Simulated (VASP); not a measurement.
C, 4 atoms in the cell. The structure is hexagonal, space group P6_3/mmc (No. 194). The conventional cell has a = 2.433 Å, b = 2.433 Å, c = 6.292 Å, α = 90.00°, β = 90.00°, γ = 120.00°. Within 1.9 Å of C (site symmetry -6m2) lie 3 C at 1.40 Å. Within 1.9 Å of C (site symmetry -6m2) lie 3 C at 1.40 Å. 

| Quantity | Value |
| --- | --- |
| Program | VASP 6.6.1 |
| Task | relaxation of shape and atoms at fixed volume |
| Functional | PBE |
| Dispersion | D3(BJ) |
| Potentials or basis | VASP PAW PBE potentials, release 64 (C) |
| Cutoff | 600 eV |
| k mesh | 18 × 18 × 6 |
| Occupations | gaussian, width 0.1 eV |
| Spin | no spin polarisation |
| Dipole correction | no |
| Further INCAR settings | ALGO = Normal; EDIFF = 1e-06; IBRION = 2; EDIFFG = -0.01; NSW = 50; ISIF = 4 |

Potentials or basis: VASP PAW PBE potentials, release 64 (C).

Command:

```sh
$ cat potpaw_PBE.64/C/POTCAR > POTCAR
$ mpirun -np 1 vasp_std > vasp.out
```

Hardware: 1 thread of Intel Xeon 8259CL (shared host).

Estimate the wall time of this run.

Wall time 2.4 min on 1 thread of Intel Xeon 8259CL, with other jobs on the host, peak memory 0.2 GiB. Counts: scf iterations 24, k points 148, ion steps 3.
